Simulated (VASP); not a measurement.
Input of a VASP 6.6.1 run:

The input INCAR:

```
SYSTEM = SrO
PREC     = Accurate       ! precision mode
ENCUT    = 600            ! plane-wave cutoff, eV
EDIFF    = 1E-6           ! SCF threshold, eV
ISMEAR   = -1             ! smearing method
SIGMA    = 0.0201         ! smearing width, eV
LREAL    = .False.        ! projectors in reciprocal space
LASPH    = .True.         ! aspherical terms in the spheres
NELM     = 120            ! most SCF steps
ALGO     = Normal         ! electronic algorithm
ISIF     = 2              ! what is computed and relaxed
LWAVE    = .False.        ! write WAVECAR
LCHARG   = .False.        ! write CHGCAR
NBANDS   = 15             ! bands
GGA_COMPAT= .False.
```

KPOINTS

```
regular mesh
0
Gamma
  8 8 8
  0 0 0
```

Contents of POSCAR:

```
SrO
1.0
    0.0000000000      2.6785560000      2.6785560000
    2.6785560000      0.0000000000      2.6785560000
    2.6785560000      2.6785560000      0.0000000000
Sr O
1 1
Direct
    0.0000000000      0.0000000000      0.0000000000
    0.5000000000      0.5000000000      0.5000000000
```

Potentials or basis: VASP PAW LDA potentials, release 64 (Sr_sv, O).

Command:

```bash
$ cat potpaw_LDA.64/Sr_sv/POTCAR potpaw_LDA.64/O/POTCAR > POTCAR
$ mpirun -np 1 vasp_std > vasp.out
```

Problem. What does it give for the band gap on the k mesh?

Solution. 3.00 eV.

Problem. Estimate the pressure.

Solution. -11.7 GPa.

Caveat: the cell stands under tension. A k mesh can miss the band edges.
